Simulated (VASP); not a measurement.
# Al2Ru (I4/mmm) in VASP: single point with r2SCAN

Aim: the single point of Al2Ru with r2SCAN.

Program: VASP 6.6.1. These are calculated values, not measurements. Logs are shortened: lines on timing, memory, paths and dates and some standing lists are left out, and cuts for length are marked.

## (1) The cell of the first run

The structure is tetragonal, space group I4/mmm (No. 139). The conventional cell has a = 3.121 Å, b = 3.121 Å, c = 8.444 Å, α = 90.00°, β = 90.00°, γ = 90.00°. Al (site symmetry 4mm) has 5 Ru at 2.58 to 2.88 Å and 9 Al at 2.69 to 3.12 Å within 3.4 Å. Ru (site symmetry 4/mmm) has 10 Al at 2.58 to 2.88 Å and 4 Ru at 3.12 Å within 3.4 Å.

## (2) Single point, r2SCAN

File POSCAR:

```
Al2Ru
1.0
   -1.5604216200      1.5604216200      4.2218055900
    1.5604216200     -1.5604216200      4.2218055900
    1.5604216200      1.5604216200     -4.2218055900
Al Ru
2 1
Direct
    0.6592021900      0.6592021900      0.0000000000
    0.3407978100      0.3407978100      0.0000000000
    0.0000000000      0.0000000000      0.0000000000
```

File INCAR.step1:

```
PREC = Accurate ; ENCUT = 520
ISMEAR = 0 ; SIGMA = 0.1
LREAL = F ; LASPH = T
NELM = 60 ; NBANDS = 17
GGA = PE ; ALGO = Normal
EDIFF = 1E-4 ; LWAVE = T
LCHARG = F
```

File INCAR.step2:

```
PREC = Accurate ; ENCUT = 520
EDIFF = 1E-7 ; ISMEAR = 0
SIGMA = 0.1 ; LREAL = F
LASPH = T ; NELM = 60
ALGO = Normal ; ISIF = 2
LWAVE = F ; LCHARG = T
METAGGA = R2SCAN ; LMIXTAU = T
LELF = T ; LVHAR = T
NBANDS = 17 ; ISTART = 1
```

File KPOINTS:

```
regular mesh
0
Gamma
  18 18 18
```

Potentials or basis: VASP PAW PBE potentials, release 64 (Al, Ru_pv).

Started as:

```
$ cat potpaw_PBE.64/Al/POTCAR potpaw_PBE.64/Ru_pv/POTCAR > POTCAR
$ cp INCAR.step1 INCAR
$ mpirun -np 1 vasp_std > vasp.out
$ cp INCAR.step2 INCAR
$ mpirun -np 1 vasp_std > vasp.out
```

OUTCAR:

```text
PREC = Accurate
   ENCUT = 520
   EDIFF = 1E-7
   ISMEAR = 0
   LREAL = F
   LASPH = T
   NELM = 60
   ISIF = 2
   METAGGA = R2SCAN
   ISTART = 1

 ion  position               nearest neighbor table
   1  0.659  0.659  0.000-   3 2.58   3 2.58   3 2.58   3 2.58   2 2.69   2 2.69   2 2.69   2 2.69
                             2 2.69   3 2.88
   2  0.341  0.341  0.000-   3 2.58   3 2.58   3 2.58   3 2.58   1 2.69   1 2.69   1 2.69   1 2.69
                             1 2.69   3 2.88
   3  0.000  0.000  0.000-   1 2.58   1 2.58   1 2.58   2 2.58   1 2.58   2 2.58   2 2.58   2 2.58
                             1 2.88   2 2.88

  LATTYP: Found a body centered tetragonal cell.
 ALAT       =     3.1208432400
 C/A-ratio  =     2.7055544065

  Lattice vectors:

 A1 = (  -1.5604216200,   1.5604216200,   4.2218055900)
 A2 = (   1.5604216200,  -1.5604216200,   4.2218055900)
 A3 = (   1.5604216200,   1.5604216200,  -4.2218055900)

Analysis of symmetry for initial positions (statically):
=====================================================================
 Subroutine PRICEL returns:
 Original cell was already a primitive cell.

 Routine SETGRP: Setting up the symmetry group for a
 body centered tetragonal supercell.

 Subroutine GETGRP returns: Found 16 space group operations
 (whereof 16 operations were pure point group operations)
 out of a pool of 16 trial point group operations.

The static configuration has the point symmetry D_4h.

Analysis of symmetry for dynamics (positions and initial velocities):
=====================================================================
 Subroutine PRICEL returns:
 Original cell was already a primitive cell.

 Routine SETGRP: Setting up the symmetry group for a
 body centered tetragonal supercell.

 Subroutine GETGRP returns: Found 16 space group operations
 (whereof 16 operations were pure point group operations)
 out of a pool of 16 trial point group operations.

The dynamic configuration has the point symmetry D_4h.

 Subroutine INISYM returns: Found 16 space group operations
 (whereof 16 operations are pure point group operations),
 and found     1 'primitive' translations

----------------------------------------------------------------------------------------

                                     Primitive cell

  volume of cell :      41.1190

  direct lattice vectors                    reciprocal lattice vectors
    -1.560421620  1.560421620  4.221805590     0.000000000  0.320426219  0.118432739
     1.560421620 -1.560421620  4.221805590     0.320426219  0.000000000  0.118432739
     1.560421620  1.560421620 -4.221805590     0.320426219  0.320426219  0.000000000

  length of vectors
     4.763766756  4.763766756  4.763766756     0.341612757  0.341612757  0.453151105

  position of ions in fractional coordinates (direct lattice)
     0.659202190  0.659202190  0.000000000
     0.340797810  0.340797810  0.000000000
     0.000000000  0.000000000  0.000000000

  ion indices of the primitive-cell ions
   primitive index   ion index
                 1           1
                 2           2
                 3           3

----------------------------------------------------------------------------------------

 KPOINTS: regular mesh

Automatic generation of k-mesh.
 Grid dimensions read from file:
 generate k-points for:   18   18   18

 Generating k-lattice:

  Cartesian coordinates                     Fractional coordinates (reciprocal lattice)
     0.000000000  0.017801457  0.006579597     0.055555556  0.000000000 -0.000000000
     0.017801457  0.000000000  0.006579597     0.000000000  0.055555556 -0.000000000
     0.017801457  0.017801457  0.000000000     0.000000000  0.000000000  0.055555556

  Length of vectors
     0.018978486  0.018978486  0.025175061

  Shift w.r.t. Gamma in fractional coordinates (k-lattice)
     0.000000000  0.000000000  0.000000000

 Subroutine IBZKPT returns following result:
 ===========================================

 Found    480 irreducible k-points:

 Following reciprocal coordinates:
            Coordinates               Weight
  0.000000  0.000000  0.000000      1.000000
  0.055556  0.000000 -0.000000      8.000000
  0.111111  0.000000 -0.000000      8.000000
  0.166667  0.000000 -0.000000      8.000000
  0.222222  0.000000 -0.000000      8.000000
  0.277778  0.000000 -0.000000      8.000000
[... 16 lines left out ...]
 -0.277778  0.055556  0.000000     16.000000
 -0.222222  0.055556  0.000000     16.000000
 [... further k-points ...]
   k-points           NKPTS =    480   k-points in BZ     NKDIM =    480   number of bands    NBANDS=     17
   number of dos      NEDOS =    301   number of ions     NIONS =      3
   total plane-waves  NPLWV =  46656
   dimension x,y,z NGX =    36 NGY =   36 NGZ =   36
   dimension x,y,z NGXF=    72 NGYF=   72 NGZF=   72
   ions per type =               2   1
   NGX,Y,Z   is equivalent  to a cutoff of  12.56, 12.56, 12.56 a.u.
   NGXF,Y,Z  is equivalent  to a cutoff of  25.13, 25.13, 25.13 a.u.
 SYSTEM =  unknown system
   PREC   = accura    normal or accurate (medium, high low for compatibility)
   ISTART =      1    job   : 0-new  1-cont  2-samecut
   ICHARG =      0    charge: 1-file 2-atom 10-const
   ISPIN  =      1    spin polarized calculation?
   LNONCOLLINEAR =      F non collinear calculations
   LSORBIT =      F    spin-orbit coupling
   LASPH  =      T    aspherical Exc in radial PAW
   ENCUT  =  520.0 eV  38.22 Ry    6.18 a.u.   8.86  8.86  8.86*2*pi/ulx,y,z
   NELM   =     60;   NELMIN=  2; NELMDL=  0     # of ELM steps
   EDIFF  = 0.1E-06   stopping-criterion for ELM
   LREAL  =      F    real-space projection
   EDIFFG = 0.1E-05   stopping-criterion for IOM
   NSW    =      0    number of steps for IOM
   IBRION =     -1    ionic relax: 0-MD 1-quasi-New 2-CG
   NFREE  =      0    steps in history (QN), initial steepest desc. (CG)
   ISIF   =      2    stress and relaxation
   ISYM   =      2    0-nonsym 1-usesym 2-fastsym
   POTIM  = 0.5000    time-step for ionic-motion
   TEBEG  =    0.0;   TEEND  =   0.0 temperature during run
   PSTRESS=    0.0 pullay stress
   NELECT =      20.0000    total number of electrons
   NUPDOWN=      -1.0000    fix difference up-down
   EMIN   =  10.00;   EMAX   =-10.00  energy-range for DOS
   EFERMI =   0.00;   METHOD = LEGACY
   ISMEAR =     0;   SIGMA  =   0.10  broadening in eV -4-tet -1-fermi 0-gaus
   EFERMI_NEDOS =   21; number of points for ismear=-14 and -15
   IALGO  =     38    algorithm
   IMIX   =      4    mixing-type and parameters
     AMIX     =   0.40;   BMIX     =  1.00
     AMIX_MAG =   1.60;   BMIX_MAG =  1.00
  volume/ion in A,a.u.               =      13.71        92.49
  Fermi-wavevector in a.u.,A,eV,Ry     =   1.287471  2.432967 22.552766  1.657582
  Thomas-Fermi vector in A             =   2.419483
   LORBIT       =      0    0 simple, 1 ext, 2 COOP (PROOUT), +10 PAW based schemes
   METAGGA = R2SCAN    functional components
   LHFCALC =     F    Hartree Fock is set to
   AEXX    =    0.0000 exact exchange contribution
   IVDW    =     0    specifies the selected vdW correction
   LEPSILON=     F    determine dielectric tensor
   LRPA    =     F    only Hartree local field effects (RPA)
 non-spin polarized calculation
 Gauss-broadening in eV      SIGMA  =   0.10
  energy-cutoff  :      520.00
  volume of cell :       41.12
 maximum number of plane-waves:      1126
   NGX = 17   NGY = 17   NGZ = 17

 number of electron      19.9999999 magnetization

 Free energy of the ion-electron system (eV)
  ---------------------------------------------------
  ext. energy  EPLUGINS =         0.00000000
  ---------------------------------------------------
  free energy    TOTEN  =       -41.17450982 eV

  energy without entropy =      -41.17402864  energy(sigma->0) =      -41.17426923

 E-fermi :  10.6192     XC(G=0): -12.8631

 val. band max:       10.5832698848   @ k =  -0.2778   0.2778   0.0000
 cond. band min:      10.6506840786   @ k =   0.5000   0.5000   0.1667
 fundamental gap:      0.0674141938
 Fermi energy:        10.6191705705

 k-point     1 :       0.0000    0.0000    0.0000
  band No.  band energies     occupation
      1     -33.4701      2.00000
      2     -33.4701      2.00000
      3     -33.3888      2.00000
      4      -0.9850      2.00000
      5       4.8337      2.00000
      6       6.6571      2.00000
[... 9 lines left out ...]
     16      17.2018      0.00000
     17      19.0136      0.00000

 k-point     2 :       0.0556    0.0000   -0.0000
  band No.  band energies     occupation
      1     -33.4746      2.00000
      2     -33.4697      2.00000
      3     -33.3884      2.00000
      4      -0.9235      2.00000
      5       4.8622      2.00000
      6       6.6776      2.00000
[... 9 lines left out ...]
     16      17.4895      0.00000
     17      19.5210      0.00000

 k-point     3 :       0.1111    0.0000   -0.0000
  band No.  band energies     occupation
      1     -33.4875      2.00000
      2     -33.4686      2.00000
      3     -33.3871      2.00000
      4      -0.7404      2.00000
      5       4.9428      2.00000
      6       6.7317      2.00000
[... 9 lines left out ...]
     16      18.0181      0.00000
     17      20.2360      0.00000

 k-point     4 :       0.1667    0.0000   -0.0000
  band No.  band energies     occupation
      1     -33.5072      2.00000
      2     -33.4668      2.00000
      3     -33.3852      2.00000
      4      -0.4391      2.00000
      5       5.0587      2.00000
      6       6.7777      2.00000
[... 9 lines left out ...]
     16      18.7216      0.00000
     17      19.9321      0.00000

 k-point     5 :       0.2222    0.0000   -0.0000
  band No.  band energies     occupation
      1     -33.5313      2.00000
      2     -33.4647      2.00000
      3     -33.3828      2.00000
      4      -0.0258      2.00000
      5       5.1735      2.00000
      6       6.6146      2.00000
[... 9 lines left out ...]
     16      19.5643      0.00000
     17      19.9323      0.00000

 k-point     6 :       0.2778    0.0000   -0.0000
  band No.  band energies     occupation
      1     -33.5568      2.00000
      2     -33.4624      2.00000
      3     -33.3803      2.00000
      4       0.4911      2.00000
      5       5.2128      2.00000
      6       6.3478      2.00000
[... 9 lines left out ...]
     16      19.9324      0.00000
     17      20.5285      0.00000

 k-point     7 :       0.3333    0.0000   -0.0000
  band No.  band energies     occupation
      1     -33.5807      2.00000
      2     -33.4602      2.00000
      3     -33.3779      2.00000
      4       1.0993      2.00000
      5       5.0695      2.00000
      6       6.1451      2.00000
[... 9 lines left out ...]
     16      19.9324      0.00000
     17      21.4175      0.00000

 k-point     8 :       0.3889    0.0000   -0.0000
  band No.  band energies     occupation
      1     -33.6001      2.00000
      2     -33.4585      2.00000
      3     -33.3760      2.00000
      4       1.7809      2.00000
      5       4.6898      2.00000
      6       5.9510      2.00000
[... 9 lines left out ...]
     16      19.9323      0.00000
     17      21.2569      0.00000
[... 203 lines left out ...]
      1     -33.6166      2.00000
      2     -33.4613      2.00000
      3     -33.3739      2.00000
      4       3.0745      2.00000
      5       3.6402      2.00000
      6       5.7830      2.00000
[... 9 lines left out ...]
     16      19.9324      0.00000
     17      20.9167      0.00000

 k-point    20 :      -0.4444    0.0556    0.0000
  band No.  band energies     occupation
      1     -33.6122      2.00000
      2     -33.4617      2.00000
      3     -33.3742      2.00000
      4       2.4778      2.00000
      5       4.1689      2.00000
      6       5.9359      2.00000
[... 9 lines left out ...]
     16      19.9323      0.00000
     17      20.6606      0.00000

 k-point    21 :      -0.3889    0.0556    0.0000
  band No.  band energies     occupation
      1     -33.5996      2.00000
      2     -33.4628      2.00000
      3     -33.3755      2.00000
      4       1.7545      2.00000
      5       4.7453      2.00000
      6       6.1440      2.00000
[... 9 lines left out ...]
     16      19.9322      0.00000
     17      21.0279      0.00000

 k-point    22 :      -0.3333    0.0556    0.0000
  band No.  band energies     occupation
      1     -33.5802      2.00000
      2     -33.4646      2.00000
      3     -33.3774      2.00000
      4       1.0789      2.00000
      5       5.1792      2.00000
      6       6.2546      2.00000
[... 9 lines left out ...]
     16      19.9322      0.00000
     17      20.3768      0.00000

 k-point    23 :      -0.2778    0.0556    0.0000
  band No.  band energies     occupation
      1     -33.5563      2.00000
      2     -33.4668      2.00000
      3     -33.3798      2.00000
      4       0.4809      2.00000
      5       5.3935      2.00000
      6       6.3371      2.00000
[... 9 lines left out ...]
     16      19.8329      0.00000
     17      19.9335      0.00000

 k-point    24 :      -0.2222    0.0556    0.0000
  band No.  band energies     occupation
      1     -33.5308      2.00000
      2     -33.4691      2.00000
      3     -33.3823      2.00000
      4      -0.0233      2.00000
      5       5.3519      2.00000
      6       6.6066      2.00000
[... 9 lines left out ...]
     16      19.2927      0.00000
     17      19.9325      0.00000

 [... further k-points ...]
[... 5 lines left out ...]
  --------------------------------------------------------------------------------------
  -------------------------------------------------------------------------------------
  Total        0.0238127      0.0238127     -0.0312887      0.0000000      0.0000000      0.0000000
  in kB        0.9278478      0.9278478     -1.2191472      0.0000000      0.0000000      0.0000000
  external PRESSURE =       0.2121828 kB  Pullay stress =       0.0000000 kB

 VOLUME and BASIS-vectors are now :
 -----------------------------------------------------------------------------
  energy-cutoff  :      520.00
  volume of cell :       41.12
      direct lattice vectors                 reciprocal lattice vectors
    -1.560421620  1.560421620  4.221805590     0.000000000  0.320426219  0.118432739
     1.560421620 -1.560421620  4.221805590     0.320426219  0.000000000  0.118432739
     1.560421620  1.560421620 -4.221805590     0.320426219  0.320426219  0.000000000

 POSITION                                       TOTAL-FORCE (eV/Angst)
 -----------------------------------------------------------------------------------
      0.00000      0.00000      5.56605         0.000000      0.000000     -0.004872
      0.00000      0.00000      2.87756        -0.000000     -0.000000      0.004872
      0.00000      0.00000      0.00000        -0.000000     -0.000000      0.000000
 -----------------------------------------------------------------------------------
    total drift:                                0.000000     -0.000000      0.000000

  FREE ENERGIE OF THE ION-ELECTRON SYSTEM (eV)
  ---------------------------------------------------
  free  energy   TOTEN  =       -41.1745098153 eV

  energy  without entropy=      -41.1740286374  energy(sigma->0) =      -41.17426923
```

Wall time 21 min (1 thread of AMD EPYC 9R45 (Zen 5), shared host); peak memory 0.44 GiB.

What came out:

```
Free energy            : -41.1745 eV
Pressure               : 0.0 GPa
Largest force          : 0.005 eV/Å
Band gap on the k mesh : zero (bands 10 and 11 overlap by 0.04 eV)
```

Forces in eV/Å, atoms in the order of the input:
```
Al   0.000  0.000 -0.005
Al   0.000  0.000  0.005
Ru   0.000  0.000  0.000
```

Caveat: the PAW data sets were made with another functional, which shifts forces and pressure a little.

The gap in the log of VASP goes by the Fermi energy; the results here count the filled bands.